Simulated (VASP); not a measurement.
Crystal: ZrB2.

```
Zr B
1.0
     3.17000    0.00000    0.00000
    -1.58500    2.74530    0.00000
     0.00000    0.00000    3.53300
Zr B
1 2
Direct
  0.00000 0.00000 0.00000
  0.66667 0.33333 0.50000
  0.33333 0.66667 0.50000
```

| Item | Value |
| --- | --- |
| Program | VASP 6.6.1 |
| Task | relaxation of cell and atoms |
| Functional | BLYP |
| Potentials or basis | VASP PAW PBE potentials, release 64 (Zr_sv, B) |
| Cutoff | 600 eV |
| k mesh | 10 × 10 × 8 |
| Occupations | fermi-dirac, width 0.05 eV |
| Spin | no spin polarisation |

At the start: pressure 7.7 GPa; volume 10.25 Å³/atom.

Q: Where does the relaxation end?

A: Over 4 steps the energy falls by 10.4 meV/atom and the volume is 10.60 Å³/atom (+3.5 %); space group P6/mmm (No. 191, to 0.1 Å) before and after.

The path:
| step | energy change (eV) | largest force (eV/Å) | pressure (GPa) | volume (Å³) |
| --- | --- | --- | --- | --- |
| 1 | 0.0000 | 0.0000 | 7.72 | 30.75 |
| 2 | -0.0017 | 0.0000 | -7.61 | 33.00 |
| 3 | -0.0287 | 0.0000 | -0.57 | 31.86 |
| 4 | -0.0312 | 0.0000 | -0.06 | 31.81 |

Final structure:
```
Zr B
1.0
     3.18635    0.00000    0.00000
    -1.59318    2.75946    0.00000
     0.00000    0.00000    3.61767
Zr B
1 2
Cartesian
  0.0000 0.0000 0.0000
  1.5932 0.9198 1.8088
  0.0000 1.8396 1.8088
```

Caveat: the PAW data sets were made with another functional, which shifts forces and pressure a little.
